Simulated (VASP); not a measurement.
A run of VASP 6.6.1 is set up as follows.

INCAR

```
SYSTEM = AlGa3N4
  PREC = Accurate
  ENCUT = 520
  EDIFF = 1E-6
  ISMEAR = 0
  SIGMA = 0.05
  LREAL = .FALSE.
  LASPH = .TRUE.
  NELM = 60
  ALGO = Normal
  ISIF = 2
  LWAVE = .FALSE.
  LCHARG = .TRUE.
  GGA = PS
  LELF = .TRUE.
  LVHAR = .TRUE.
  NBANDS = 41
```

Contents of KPOINTS:

```
regular mesh
0
G
  6 6 6
  0 0 0
```

POSCAR

```
AlGa3N4
1.0
    4.6910093379      0.0000000000      0.0000000000
    0.0000000000      4.6910093379      0.0000000000
    0.0000000000      0.0000000000      4.3559372424
Al Ga N
1 3 4
Direct
    0.0000000000      0.0000000000      0.0000000000
    0.5000000000      0.5000000000      0.0000000000
    0.5000000000      0.0000000000      0.5000000000
    0.0000000000      0.5000000000      0.5000000000
    0.7550309200      0.7550309200      0.2449690800
    0.7550309200      0.2449690800      0.7550309200
    0.2449690800      0.7550309200      0.7550309200
    0.2449690800      0.2449690800      0.2449690800
```

Potentials or basis: VASP PAW PBE potentials, release 64 (Al, Ga_d, N).

Run with:

```console
$ cat potpaw_PBE.64/Al/POTCAR potpaw_PBE.64/Ga_d/POTCAR potpaw_PBE.64/N/POTCAR > POTCAR
$ mpirun -np 1 vasp_std > vasp.out
```

Q: Predict the band gap on the k mesh.

A: 1.61 eV.

Q: What does it give for the pressure?

A: -12.3 GPa.

Q: Predict the largest force.

A: 0.063 eV/Å.

Forces in eV/Å, atoms in the order of the input:
```
Al   0.000  0.000  0.000
Ga   0.000  0.000  0.000
Ga   0.000  0.000  0.000
Ga   0.000  0.000  0.000
N   -0.027 -0.027 -0.050
N   -0.027  0.027  0.050
N    0.027 -0.027  0.050
N    0.027  0.027 -0.050
```

Caveat: the cell differs from its parent crystal (strain +0.050 along x and y, -0.025 along z); the cell stands under tension; the PAW data sets were made with another functional, which shifts forces and pressure a little.
